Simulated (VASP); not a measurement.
Input of a VASP 6.6.1 run:

File INCAR:

```
PREC = Accurate ; ENCUT = 520
EDIFF = 1E-6 ; ISMEAR = 0
SIGMA = 0.1 ; LREAL = False
LASPH = True ; NELM = 60
ALGO = Normal ; ISIF = 2
LWAVE = False ; LCHARG = False
GGA = PE ; NBANDS = 26
```

Contents of KPOINTS:

```
Automatic mesh
0
Gamma
  4 4 4
```

Contents of POSCAR:

```
Hf3Br
1.0
    3.2977601000      0.0000000000      0.0000000000
    0.0000000000      3.2977601000      0.0000000000
    0.0000000000      0.0000000000      9.2992786060
Hf Br
3 1
Direct
    0.5000000000      0.5000000000      0.7825379970
    0.5000000000      0.5000000000      0.2174620030
    0.0000000000      0.0000000000      0.0000000000
    0.5000000000      0.5000000000      0.5000000000
```

Potentials or basis: VASP PAW PBE potentials, release 64 (Hf_pv, Br).

The run is started by

```sh
$ cat potpaw_PBE.64/Hf_pv/POTCAR potpaw_PBE.64/Br/POTCAR > POTCAR
$ mpirun -np 1 vasp_std > vasp.out
```

Problem. Estimate the pressure.

Solution. -0.2 GPa.

Problem. Predict the band gap on the k mesh.

Solution. Zero (an odd number of electrons rules out a gap without spin polarisation).

Problem. What does it give for the largest force?

Solution. 0.008 eV/Å.

Stress tensor (GPa, compression positive):
```
-0.21  0.00  0.00
 0.00 -0.21  0.00
 0.00  0.00 -0.07
```

Caveat: the k points lie up to 0.48 Å⁻¹ apart, too coarse for converged energies and pressures of a metal; spin-orbit coupling is left out, which moves the levels of the heavy elements; an odd number of electrons without spin polarisation forces a metal; a magnetic or distorted state may lie lower.
